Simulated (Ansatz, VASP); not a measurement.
# Two plane-wave programs on MgH2

```xyz
3
Lattice="3.0188 0.0000 0.0000 -1.5094 2.6144 0.0000 0.0000 0.0000 5.2333" Properties=species:S:1:pos:R:3 pbc="T T T"
Mg    0.0000    0.0000    0.0000
H     1.5094    0.8715    4.3016
H     0.0000    1.7429    0.9317
```

Change from the starting cell: species swapped into the CrSe2 type (P-3m1, No. 164).

Alike in both runs: functional PBE; k mesh 12 × 12 × 6; occupations gaussian, width 0.02 eV; no spin polarisation.

Ansatz relaxed the structure, and its values are those at the end. VASP's run is a single point on that final structure, the one shown.

|  | VASP | Ansatz |
| --- | --- | --- |
| version | VASP 6.6.1 | Ansatz 0.2.0 |
| potentials or method | VASP PAW PBE potentials, release 64 (Mg, H), cutoff 520 eV | scalar-relativistic, plane waves, PAW |
| valence electrons in the cell | 4 | 12 |

Ansatz gave:

* gap on the k mesh at the Fermi level (eV): 4.58
* least direct gap on the mesh (eV): 4.92
* pressure (GPa): 0.0

Question: Estimate VASP's values.

Answer: gap on the k mesh at the Fermi level (eV): 4.58; least direct gap on the mesh (eV): 4.91; pressure (GPa): -0.2.

The functional is the same, so the differences come from potentials, cutoffs and numerics. VASP's potentials hold 4 valence electrons a cell and Ansatz's 12, so a difference there can come from the potentials and not from the codes.
